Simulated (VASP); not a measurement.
Here is a VASP 6.6.1 calculation.

File INCAR:

```
SYSTEM = Tl
PREC = Accurate ; ENCUT = 520
EDIFF = 1E-6 ; ISMEAR = -1
SIGMA = 0.05 ; LREAL = .False.
LASPH = .True. ; NELM = 80
ALGO = Normal ; ISIF = 2
LWAVE = .False. ; LCHARG = .True.
GGA = RP ; LELF = .True.
LVHAR = .True. ; NBANDS = 20
```

The input KPOINTS:

```
Automatic mesh
0
Gamma
  9 9 5
  0 0 0
```

POSCAR

```
Tl
1.0
    3.4560000000      0.0000000000      0.0000000000
   -1.7280000000      2.9929837955      0.0000000000
    0.0000000000      0.0000000000      5.5250000000
Tl
2
Direct
    0.6666666667      0.3333333333      0.7500000000
    0.3333333333      0.6666666667      0.2500000000
```

Potentials or basis: VASP PAW PBE potentials, release 64 (Tl_d).

Launch:

```console
$ cat potpaw_PBE.64/Tl_d/POTCAR > POTCAR
$ mpirun -np 1 vasp_std > vasp.out
```

Q: Estimate the band gap on the k mesh.

A: Zero (bands 13 and 14 overlap by 3.68 eV).

Q: What does it give for the pressure?

A: 5.3 GPa.

Stress tensor (GPa, compression positive):
```
4.80 0.00 0.00
0.00 4.80 0.00
0.00 0.00 6.23
```

Caveat: the cell stands under pressure; the PAW data sets were made with another functional, which shifts forces and pressure a little; spin-orbit coupling is left out, which moves the levels of the heavy elements.
